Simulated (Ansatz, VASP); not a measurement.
**One calculation of Ge, two programs**

The input INCAR:

```
PREC = Accurate
ENCUT = 520
EDIFF = 1E-6
ISMEAR = -1
SIGMA = 0.05
LREAL = F
LASPH = T
NELM = 80
ALGO = Normal
ISIF = 2
LWAVE = F
LCHARG = F
GGA = PE
NBANDS = 36
```

File KPOINTS:

```
Automatic mesh
0
Gamma
  11 11 6
```

Contents of POSCAR:

```
Ge
1.0
    3.9576099847      0.0000000000      0.0000000000
   -1.9788049924      3.4273907850      0.0000000000
    0.0000000000      0.0000000000      6.5993779500
Ge
4
Direct
    0.6666666667      0.3333333333      0.0629012500
    0.3333333333      0.6666666667      0.5629012500
    0.6666666667      0.3333333333      0.4370987500
    0.3333333333      0.6666666667      0.9370987500
```

Input for Ansatz:

```yaml
crystal:
  lattice:
    - [3.9576099847, 0.0, 0.0]
    - [-1.9788049924, 3.427390785, 0.0]
    - [0.0, 0.0, 6.59937795]
  atoms:
    - { symbol: Ge, position: [0.6666666667, 0.3333333333, 0.06290125] }
    - { symbol: Ge, position: [0.3333333333, 0.6666666667, 0.56290125] }
    - { symbol: Ge, position: [0.6666666667, 0.3333333333, 0.43709875] }
    - { symbol: Ge, position: [0.3333333333, 0.6666666667, 0.93709875] }
kpoints:
  mp_grid: { grid: [11, 11, 6] }
  band_path:
    path:
      - [0.0, 0.0, 0.0]
      - [0.5, 0.0, 0.0]
      - [0.3333333333, 0.3333333333, 0.0]
      - [0.0, 0.0, 0.0]
      - [0.0, 0.0, 0.5]
      - [0.5, 0.0, 0.5]
      - [0.3333333333, 0.3333333333, 0.5]
      - [0.0, 0.0, 0.5]
      - [0.5, 0.0, 0.5]
    npoints: 5
scf:
  occupations: { method: fermi_dirac, width: 0.05 }
hamiltonian:
  xc: pbe
  pseudopotentials: { kind: all_electron, lapw: { basis_error: 0.001 } }
output:
  forces: true
  stress: true
  eigenvalues: true
```

Change from the starting cell: equal xx and yy strain of -1 %.

Alike in both runs: task single point; functional PBE; k mesh 11 × 11 × 6; occupations fermi-dirac, width 0.05 eV; no spin polarisation.

|  | VASP | Ansatz |
| --- | --- | --- |
| version | VASP 6.6.1 | Ansatz 0.2.0 |
| potentials or method | VASP PAW PBE potentials, release 64 (Ge_d), cutoff 520 eV | all-electron LAPW, scalar-relativistic |

|  | VASP | Ansatz | Ansatz less VASP |
| --- | --- | --- | --- |
| pressure (GPa) | 4.4 | 4.4 | +0.01 |
| traceless stress, the component that is largest in VASP (GPa) | -1.31 | -1.31 | +0.003 |
| rms of the force components (eV/Å) | 0.068 | 0.069 | +0.0002 |

Atom by atom the forces differ by 0.000 eV/Å (rms over components). Ansatz ran all-electron here, and VASP with PAW potentials.
